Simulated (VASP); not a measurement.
# GaSb (F-43m) in VASP: notebook, part 2 of 2

VASP 6.6.1. Earlier steps stand in the parts before.

**3. Single point, r2SCAN (volume changed by +3%)**

Input file POSCAR:

```
GaSb
1.0
    0.0000000000      3.0962360099      3.0962360099
    3.0962360099      0.0000000000      3.0962360099
    3.0962360099      3.0962360099      0.0000000000
Ga Sb
1 1
Direct
    0.0000000000      0.0000000000      0.0000000000
    0.2500000000      0.2500000000      0.2500000000
```

Input file INCAR.step1:

```
SYSTEM = GaSb
PREC = Accurate
ENCUT = 520
ISMEAR = -1
SIGMA = 0.02
LREAL = .False.
LASPH = .True.
NELM = 60
NBANDS = 16
GGA = PE
ALGO = Normal
EDIFF = 1E-4
LWAVE = .True.
LCHARG = .False.
```

Input file INCAR.step2:

```
SYSTEM = GaSb
PREC = Accurate
ENCUT = 520
EDIFF = 1E-7
ISMEAR = -1
SIGMA = 0.02
LREAL = .False.
LASPH = .True.
NELM = 60
ALGO = Normal
ISIF = 2
LWAVE = .False.
LCHARG = .False.
METAGGA = R2SCAN
LMIXTAU = .True.
NBANDS = 16
ISTART = 1
```

Input file KPOINTS:

```
regular mesh
0
Gamma
  6 6 6
  0 0 0
```

Potentials or basis: VASP PAW PBE potentials, release 64 (Ga_d, Sb).

Started as:

```console
$ cat potpaw_PBE.64/Ga_d/POTCAR potpaw_PBE.64/Sb/POTCAR > POTCAR
$ cp INCAR.step1 INCAR
$ mpirun -np 1 vasp_std > vasp.out
$ cp INCAR.step2 INCAR
$ mpirun -np 1 vasp_std > vasp.out
```

OUTCAR:

```text
SYSTEM = GaSb
   PREC = Accurate
   ENCUT = 520
   EDIFF = 1E-7
   ISMEAR = -1
   LREAL = .False.
   LASPH = .True.
   NELM = 60
   ISIF = 2
   METAGGA = R2SCAN
   ISTART = 1

 ion  position               nearest neighbor table
   1  0.000  0.000  0.000-   2 2.68   2 2.68   2 2.68   2 2.68
   2  0.250  0.250  0.250-   1 2.68   1 2.68   1 2.68   1 2.68

  LATTYP: Found a face centered cubic cell.
 ALAT       =     6.1924720198

  Lattice vectors:

[... 479 lines left out ...]

------------------------ aborting loop because EDIFF is reached ----------------------------------------

  FORCE on cell =-STRESS in cart. coord.  units (eV):
  Direction    XX          YY          ZZ          XY          YZ          ZX
  --------------------------------------------------------------------------------------
  -------------------------------------------------------------------------------------
  Total       -0.5247788     -0.5247788     -0.5247788     -0.0000000      0.0000000      0.0000000
  in kB      -14.1629818    -14.1629818    -14.1629818     -0.0000000      0.0000000      0.0000000
  external PRESSURE =     -14.1629818 kB  Pullay stress =       0.0000000 kB

 VOLUME and BASIS-vectors are now :
 -----------------------------------------------------------------------------
  energy-cutoff  :      520.00
  volume of cell :       59.37
      direct lattice vectors                 reciprocal lattice vectors
     0.000000000  3.096236010  3.096236010    -0.161486398  0.161486398  0.161486398
     3.096236010  0.000000000  3.096236010     0.161486398 -0.161486398  0.161486398
     3.096236010  3.096236010  0.000000000     0.161486398  0.161486398 -0.161486398

 POSITION                                       TOTAL-FORCE (eV/Angst)
 -----------------------------------------------------------------------------------
      0.00000      0.00000      0.00000         0.000000      0.000000      0.000000
      1.54812      1.54812      1.54812        -0.000000     -0.000000     -0.000000
 -----------------------------------------------------------------------------------
    total drift:                                0.000007      0.000007      0.000007

  FREE ENERGIE OF THE ION-ELECTRON SYSTEM (eV)
  ---------------------------------------------------
  free  energy   TOTEN  =       -37.5717046414 eV

  energy  without entropy=      -37.5716629402  energy(sigma->0) =      -37.57168379
```

OSZICAR.step1:

```text
N       E                     dE             d eps       ncg     rms          rms(c)
DAV:   1     0.852887964299E+02    0.85289E+02   -0.84885E+03   520   0.140E+03
DAV:   2    -0.527053220338E+00   -0.85816E+02   -0.82081E+02   624   0.296E+02
DAV:   3    -0.727121825470E+01   -0.67442E+01   -0.67327E+01   592   0.675E+01
DAV:   4    -0.739007444090E+01   -0.11886E+00   -0.11884E+00   696   0.101E+01
DAV:   5    -0.739273135326E+01   -0.26569E-02   -0.26568E-02   616   0.133E+00    0.306E+00
DAV:   6    -0.735156055502E+01    0.41171E-01   -0.62881E-02   736   0.381E+00    0.182E+00
DAV:   7    -0.734004216594E+01    0.11518E-01   -0.37092E-02   560   0.152E+00    0.347E-01
DAV:   8    -0.734110022494E+01   -0.10581E-02   -0.44462E-03   696   0.748E-01    0.774E-02
DAV:   9    -0.734160700779E+01   -0.50678E-03   -0.66604E-04   592   0.204E-01    0.311E-02
DAV:  10    -0.734166146141E+01   -0.54454E-04   -0.53736E-05   512   0.432E-02
   1 F= -.73416615E+01 E0= -.73414846E+01  d E =-.353640E-03
```

Run time: 59 s. Hardware: 1 thread of AMD EPYC 9R45 (Zen 5), shared host; peak memory 0.18 GiB.

What came out:

* Free energy: -37.5717 eV
* Pressure: -1.4 GPa
* Band gap on the k mesh: 0.18 eV, direct

Caveat: the PAW data sets were made with another functional, which shifts forces and pressure a little; spin-orbit coupling is left out, which moves the levels of the heavy elements. A k mesh can miss the band edges.

**4. Single point, r2SCAN (volume changed by +6%)**

Input file POSCAR:

```
GaSb
1.0
    0.0000000000      3.1260093364      3.1260093364
    3.1260093364      0.0000000000      3.1260093364
    3.1260093364      3.1260093364      0.0000000000
Ga Sb
1 1
Direct
    0.0000000000      0.0000000000      0.0000000000
    0.2500000000      0.2500000000      0.2500000000
```

Input file INCAR.step1:

```
PREC = Accurate
ENCUT = 520
ISMEAR = -1
SIGMA = 0.02
LREAL = False
LASPH = True
NELM = 100
NBANDS = 16
GGA = PE
ALGO = Normal
EDIFF = 1E-4
LWAVE = True
LCHARG = False
```

Input file INCAR.step2:

```
PREC = Accurate
ENCUT = 520
EDIFF = 1E-6
ISMEAR = -1
SIGMA = 0.02
LREAL = False
LASPH = True
NELM = 100
ALGO = Normal
ISIF = 2
LWAVE = False
LCHARG = False
METAGGA = R2SCAN
LMIXTAU = True
NBANDS = 16
ISTART = 1
```

Input file KPOINTS:

```
Automatic mesh
0
Gamma
  6 6 6
```

Potentials or basis: VASP PAW PBE potentials, release 64 (Ga_d, Sb).

Started as:

```console
$ cat potpaw_PBE.64/Ga_d/POTCAR potpaw_PBE.64/Sb/POTCAR > POTCAR
$ cp INCAR.step1 INCAR
$ mpirun -np 1 vasp_std > vasp.out
$ cp INCAR.step2 INCAR
$ mpirun -np 1 vasp_std > vasp.out
```

OUTCAR:

```text
PREC = Accurate
   ENCUT = 520
   EDIFF = 1E-6
   ISMEAR = -1
   LREAL = False
   LASPH = True
   NELM = 100
   ISIF = 2
   METAGGA = R2SCAN
   ISTART = 1

 ion  position               nearest neighbor table
   1  0.000  0.000  0.000-   2 2.71   2 2.71   2 2.71   2 2.71
   2  0.250  0.250  0.250-   1 2.71   1 2.71   1 2.71   1 2.71

  LATTYP: Found a face centered cubic cell.
 ALAT       =     6.2520186728

  Lattice vectors:

 A1 = (   0.0000000000,   3.1260093364,   3.1260093364)
 A2 = (   3.1260093364,   0.0000000000,   3.1260093364)
 A3 = (   3.1260093364,   3.1260093364,   0.0000000000)

Analysis of symmetry for initial positions (statically):
=====================================================================
 Subroutine PRICEL returns:
 Original cell was already a primitive cell.

 Routine SETGRP: Setting up the symmetry group for a
 face centered cubic supercell.

 Subroutine GETGRP returns: Found 24 space group operations
 (whereof 24 operations were pure point group operations)
 out of a pool of 48 trial point group operations.

The static configuration has the point symmetry T_d .

Analysis of symmetry for dynamics (positions and initial velocities):
=====================================================================
 Subroutine PRICEL returns:
 Original cell was already a primitive cell.

 Routine SETGRP: Setting up the symmetry group for a
 face centered cubic supercell.

 Subroutine GETGRP returns: Found 24 space group operations
 (whereof 24 operations were pure point group operations)
 out of a pool of 48 trial point group operations.

The dynamic configuration has the point symmetry T_d .

 Subroutine INISYM returns: Found 24 space group operations
 (whereof 24 operations are pure point group operations),
 and found     1 'primitive' translations

----------------------------------------------------------------------------------------

                                     Primitive cell

  volume of cell :      61.0943

  direct lattice vectors                    reciprocal lattice vectors
     0.000000000  3.126009336  3.126009336    -0.159948339  0.159948339  0.159948339
     3.126009336  0.000000000  3.126009336     0.159948339 -0.159948339  0.159948339
     3.126009336  3.126009336  0.000000000     0.159948339  0.159948339 -0.159948339

  length of vectors
     4.420844800  4.420844800  4.420844800     0.277038649  0.277038649  0.277038649

  position of ions in fractional coordinates (direct lattice)
     0.000000000  0.000000000  0.000000000
     0.250000000  0.250000000  0.250000000

  ion indices of the primitive-cell ions
   primitive index   ion index
                 1           1
                 2           2

----------------------------------------------------------------------------------------

 KPOINTS: Automatic mesh

Automatic generation of k-mesh.
 Grid dimensions read from file:
 generate k-points for:    6    6    6

 Generating k-lattice:

  Cartesian coordinates                     Fractional coordinates (reciprocal lattice)
    -0.026658056  0.026658056  0.026658056     0.166666667  0.000000000  0.000000000
     0.026658056 -0.026658056  0.026658056     0.000000000  0.166666667  0.000000000
     0.026658056  0.026658056 -0.026658056     0.000000000  0.000000000  0.166666667

  Length of vectors
     0.046173108  0.046173108  0.046173108

  Shift w.r.t. Gamma in fractional coordinates (k-lattice)
     0.000000000  0.000000000  0.000000000

 Subroutine IBZKPT returns following result:
 ===========================================

 Found     16 irreducible k-points:

 Following reciprocal coordinates:
            Coordinates               Weight
  0.000000  0.000000  0.000000      1.000000
  0.166667  0.000000  0.000000      8.000000
  0.333333  0.000000  0.000000      8.000000
  0.500000  0.000000  0.000000      4.000000
  0.166667  0.166667  0.000000      6.000000
  0.333333  0.166667  0.000000     24.000000
[... 8 lines left out ...]
 -0.333333  0.333333  0.166667     24.000000
 -0.333333  0.500000  0.166667     12.000000
   k-points           NKPTS =     16   k-points in BZ     NKDIM =     16   number of bands    NBANDS=     16
   number of dos      NEDOS =    301   number of ions     NIONS =      2
   total plane-waves  NPLWV =  46656
   dimension x,y,z NGX =    36 NGY =   36 NGZ =   36
   dimension x,y,z NGXF=    72 NGYF=   72 NGZF=   72
   ions per type =               1   1
   NGX,Y,Z   is equivalent  to a cutoff of  13.54, 13.54, 13.54 a.u.
   NGXF,Y,Z  is equivalent  to a cutoff of  27.08, 27.08, 27.08 a.u.
 SYSTEM =  unknown system
   PREC   = accura    normal or accurate (medium, high low for compatibility)
   ISTART =      1    job   : 0-new  1-cont  2-samecut
   ICHARG =      0    charge: 1-file 2-atom 10-const
   ISPIN  =      1    spin polarized calculation?
   LNONCOLLINEAR =      F non collinear calculations
   LSORBIT =      F    spin-orbit coupling
   LASPH  =      T    aspherical Exc in radial PAW
   ENCUT  =  520.0 eV  38.22 Ry    6.18 a.u.   8.22  8.22  8.22*2*pi/ulx,y,z
   NELM   =    100;   NELMIN=  2; NELMDL=  0     # of ELM steps
   EDIFF  = 0.1E-05   stopping-criterion for ELM
   LREAL  =      F    real-space projection
   EDIFFG = 0.1E-04   stopping-criterion for IOM
   NSW    =      0    number of steps for IOM
   IBRION =     -1    ionic relax: 0-MD 1-quasi-New 2-CG
   NFREE  =      0    steps in history (QN), initial steepest desc. (CG)
   ISIF   =      2    stress and relaxation
   ISYM   =      2    0-nonsym 1-usesym 2-fastsym
   POTIM  = 0.5000    time-step for ionic-motion
   TEBEG  =    0.0;   TEEND  =   0.0 temperature during run
   PSTRESS=    0.0 pullay stress
   NELECT =      18.0000    total number of electrons
   NUPDOWN=      -1.0000    fix difference up-down
   EMIN   =  10.00;   EMAX   =-10.00  energy-range for DOS
   EFERMI =   0.00;   METHOD = LEGACY
   ISMEAR =    -1;   SIGMA  =   0.02  broadening in eV -4-tet -1-fermi 0-gaus
   EFERMI_NEDOS =   21; number of points for ismear=-14 and -15
   IALGO  =     38    algorithm
   IMIX   =      4    mixing-type and parameters
     AMIX     =   0.40;   BMIX     =  1.00
     AMIX_MAG =   1.60;   BMIX_MAG =  1.00
  volume/ion in A,a.u.               =      30.55       206.14
  Fermi-wavevector in a.u.,A,eV,Ry     =   1.089345  2.058563 16.145656  1.186672
  Thomas-Fermi vector in A             =   2.225546
   LORBIT       =      0    0 simple, 1 ext, 2 COOP (PROOUT), +10 PAW based schemes
   METAGGA = R2SCAN    functional components
   LHFCALC =     F    Hartree Fock is set to
   AEXX    =    0.0000 exact exchange contribution
   IVDW    =     0    specifies the selected vdW correction
   LEPSILON=     F    determine dielectric tensor
   LRPA    =     F    only Hartree local field effects (RPA)
 non-spin polarized calculation
  energy-cutoff  :      520.00
  volume of cell :       61.09
 maximum number of plane-waves:      1676
 NGX is ok and might be reduce to    36
   NGX = 17   NGY = 17   NGZ = 17

 number of electron      17.9999994 magnetization

 Free energy of the ion-electron system (eV)
  ---------------------------------------------------
  ext. energy  EPLUGINS =         0.00000000
  ---------------------------------------------------
  free energy    TOTEN  =       -37.54994100 eV

  energy without entropy =      -37.54954785  energy(sigma->0) =      -37.54974442

 E-fermi :   4.0586     XC(G=0):  -9.4199

 val. band max:        4.0423901688   @ k =   0.0000   0.0000   0.0000
 cond. band min:       4.5784094580   @ k =   0.5000   0.0000   0.0000
 fundamental gap:      0.5360192892
 Fermi energy:         4.0585995251

 k-point     1 :       0.0000    0.0000    0.0000
  band No.  band energies     occupation
      1     -11.3442      2.00000
      2     -11.3442      2.00000
      3     -11.3442      2.00000
      4     -11.2970      2.00000
      5     -11.2970      2.00000
      6      -7.4381      2.00000
[... 8 lines left out ...]
     15      12.9446      0.00000
     16      12.9446      0.00000
[... 267 lines left out ...]
 k-point    16 :      -0.3333    0.5000    0.1667
  band No.  band energies     occupation
      1     -11.3781      2.00000
      2     -11.3279      2.00000
      3     -11.3239      2.00000
      4     -11.3034      2.00000
      5     -11.2951      2.00000
      6      -5.0634      2.00000
[... 8 lines left out ...]
     15      14.2577      0.00000
     16      15.7511      0.00000

------------------------ aborting loop because EDIFF is reached ----------------------------------------

  FORCE on cell =-STRESS in cart. coord.  units (eV):
  Direction    XX          YY          ZZ          XY          YZ          ZX
  --------------------------------------------------------------------------------------
  -------------------------------------------------------------------------------------
  Total       -0.9608007     -0.9608007     -0.9608007      0.0000000      0.0000000     -0.0000000
  in kB      -25.1966672    -25.1966672    -25.1966672      0.0000000      0.0000000     -0.0000000
  external PRESSURE =     -25.1966672 kB  Pullay stress =       0.0000000 kB

 VOLUME and BASIS-vectors are now :
 -----------------------------------------------------------------------------
  energy-cutoff  :      520.00
  volume of cell :       61.09
      direct lattice vectors                 reciprocal lattice vectors
     0.000000000  3.126009336  3.126009336    -0.159948339  0.159948339  0.159948339
     3.126009336  0.000000000  3.126009336     0.159948339 -0.159948339  0.159948339
     3.126009336  3.126009336  0.000000000     0.159948339  0.159948339 -0.159948339

 POSITION                                       TOTAL-FORCE (eV/Angst)
 -----------------------------------------------------------------------------------
      0.00000      0.00000      0.00000        -0.000000     -0.000000     -0.000000
      1.56300      1.56300      1.56300         0.000000      0.000000      0.000000
 -----------------------------------------------------------------------------------
    total drift:                                0.000007      0.000007      0.000007

  FREE ENERGIE OF THE ION-ELECTRON SYSTEM (eV)
  ---------------------------------------------------
  free  energy   TOTEN  =       -37.5499410013 eV

  energy  without entropy=      -37.5495478479  energy(sigma->0) =      -37.54974442
```

OSZICAR.step1:

```text
N       E                     dE             d eps       ncg     rms          rms(c)
DAV:   1     0.868587834800E+02    0.86859E+02   -0.86258E+03   520   0.136E+03
DAV:   2    -0.437005806445E+00   -0.87296E+02   -0.84310E+02   632   0.311E+02
DAV:   3    -0.725750201255E+01   -0.68205E+01   -0.68075E+01   624   0.665E+01
DAV:   4    -0.738582180212E+01   -0.12832E+00   -0.12831E+00   632   0.101E+01
DAV:   5    -0.738871427113E+01   -0.28925E-02   -0.28924E-02   680   0.138E+00    0.294E+00
DAV:   6    -0.735002752048E+01    0.38687E-01   -0.63146E-02   728   0.375E+00    0.175E+00
DAV:   7    -0.733986355768E+01    0.10164E-01   -0.34265E-02   600   0.145E+00    0.347E-01
DAV:   8    -0.734093162142E+01   -0.10681E-02   -0.43437E-03   680   0.724E-01    0.714E-02
DAV:   9    -0.734144413703E+01   -0.51252E-03   -0.66072E-04   560   0.202E-01    0.298E-02
DAV:  10    -0.734150698755E+01   -0.62851E-04   -0.63452E-05   544   0.453E-02
   1 F= -.73415070E+01 E0= -.73413302E+01  d E =-.353646E-03
```

Wall time 45 s (1 thread of AMD EPYC 9R45 (Zen 5), shared host); peak memory 0.18 GiB.

What came out:

| Property | Result |
| --- | --- |
| Free energy | -37.5499 eV |
| Pressure | -2.5 GPa |
| Band gap on the k mesh | zero (filled and empty bands touch) |

Levels at points of the mesh, in eV from the Fermi level:
| k point | band 6 | band 7 | band 8 | band 9 | band 10 | band 11 | band 12 | band 13 |
| --- | --- | --- | --- | --- | --- | --- | --- | --- |
| (0.00, 0.00, 0.00) | -11.50 | -0.05 | -0.02 | -0.02 | -0.02 | 2.98 | 2.98 | 2.98 |
| (0.50, 0.00, 0.00) | -9.94 | -6.28 | -1.12 | -1.12 | 0.52 | 3.99 | 3.99 | 6.91 |
| (0.50, 0.50, 0.00) | -9.15 | -6.77 | -2.48 | -2.48 | 1.16 | 1.57 | 8.81 | 8.81 |

Caveat: the PAW data sets were made with another functional, which shifts forces and pressure a little; spin-orbit coupling is left out, which moves the levels of the heavy elements.

**5. Summary**

| cell | gap on the mesh (eV) | pressure (GPa) |
| --- | --- | --- |
| a = 4.336 Å, angles 60.0°, 2 atoms | 0.40 | 0.1 |
| a = 4.379 Å, angles 60.0°, 2 atoms | 0.18 | -1.4 |
| a = 4.421 Å, angles 60.0°, 2 atoms | none | -2.5 |

Alike in all rows: task single point; level r2SCAN; potentials or basis VASP PAW PBE potentials, release 64 (Ga_d, Sb); no spin polarisation; k mesh 6 × 6 × 6; cutoff (eV) 520; smearing fermi-dirac 0.02 eV.

Caveats: the PAW data sets were made with another functional, which shifts forces and pressure a little; spin-orbit coupling is left out, which moves the levels of the heavy elements.

Absolute energies hang on the potentials; compare differences alone.
